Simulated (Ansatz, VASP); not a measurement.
Two plane-wave programs on PtSe2

INCAR

```
ALGO     = Normal         # electronic algorithm
DIPOL    = 0.5 0.5 0.500
EDIFF    = 1E-6           # SCF threshold, eV
ENCUT    = 400            # plane-wave cutoff, eV
GGA      = PE             # functional
GGA_COMPAT= F            
IDIPOL   = 3            
ISIF     = 2              # what is computed and relaxed
ISMEAR   = 0              # smearing method
IVDW     = 12             # dispersion correction
LASPH    = T              # aspherical terms in the spheres
LCHARG   = T              # write CHGCAR
LDIPOL   = T            
LELF     = T              # ELF
LREAL    = F              # projectors in reciprocal space
LVACPOTAV= T            
LVHAR    = T            
LWAVE    = F              # write WAVECAR
NBANDS   = 18             # bands
NELM     = 120            # most SCF steps
NELMDL   = -8           
PREC     = Accurate       # precision mode
SIGMA    = 0.02           # smearing width, eV
```

File KPOINTS:

```
k-points
0
Gamma
  9 9 1
```

File POSCAR:

```
PtSe2
1.0
    3.7560000000      0.0000000000      0.0000000000
   -1.8780000000      3.2527914166      0.0000000000
    0.0000000000      0.0000000000     31.1212903780
Se Pt
2 1
Direct
    0.6666666667      0.3333333333      0.4589187985
    0.3333333333      0.6666666667      0.5410812015
    0.0000000000      0.0000000000      0.5000000000
```

Input for Ansatz:

```yaml
crystal:
  lattice:
    - [3.756, 0.0, 0.0]
    - [-1.878, 3.2527914166, 0.0]
    - [0.0, 0.0, 31.121290378]
  atoms:
    - { symbol: Se, position: [0.6666666667, 0.3333333333, 0.4589187985] }
    - { symbol: Pt, position: [0.0, 0.0, 0.5] }
    - { symbol: Se, position: [0.3333333333, 0.6666666667, 0.5410812015] }
  periodic: [true, true, false]
basis:
  ecutwfc: 420
kpoints:
  mp_grid: { grid: [9, 9, 1] }
hamiltonian:
  xc: pbe
  pseudopotentials: { kind: paw, azcp: { folder: soft_1 } }
  dispersion: d3bj
scf:
  occupations: { method: gaussian, width: 0.02 }
output:
  forces: true
  stress: true
  eigenvalues: true
  write_density: true
  write_potential: true
  elf: true
  volumetric_format: npy
```

Alike in both runs: task single point; functional PBE; dispersion D3(BJ); k mesh 9 × 9 × 1; occupations gaussian, width 0.02 eV; no spin polarisation.

|  | VASP | Ansatz |
| --- | --- | --- |
| version | VASP 6.6.1 | Ansatz 0.2.0 |
| potentials or method | VASP PAW PBE potentials, release 64 (Se, Pt), cutoff 400 eV | scalar-relativistic, plane waves, PAW |
| valence electrons in the cell | 22 | 50 |

|  | VASP | Ansatz | Ansatz less VASP |
| --- | --- | --- | --- |
| gap on the k mesh at the Fermi level (eV) | 1.42 | 1.42 | +0.008 |
| least direct gap on the mesh (eV) | 1.44 | 1.45 | +0.010 |
| rms of the force components (eV/Å) | 0.103 | 0.102 | -0.0001 |

VASP's potentials hold 22 valence electrons a cell and Ansatz's 50, so a difference there can come from the potentials and not from the codes. Ansatz's warnings: xc potential rough in thin density.

Spin-orbit coupling is off throughout.
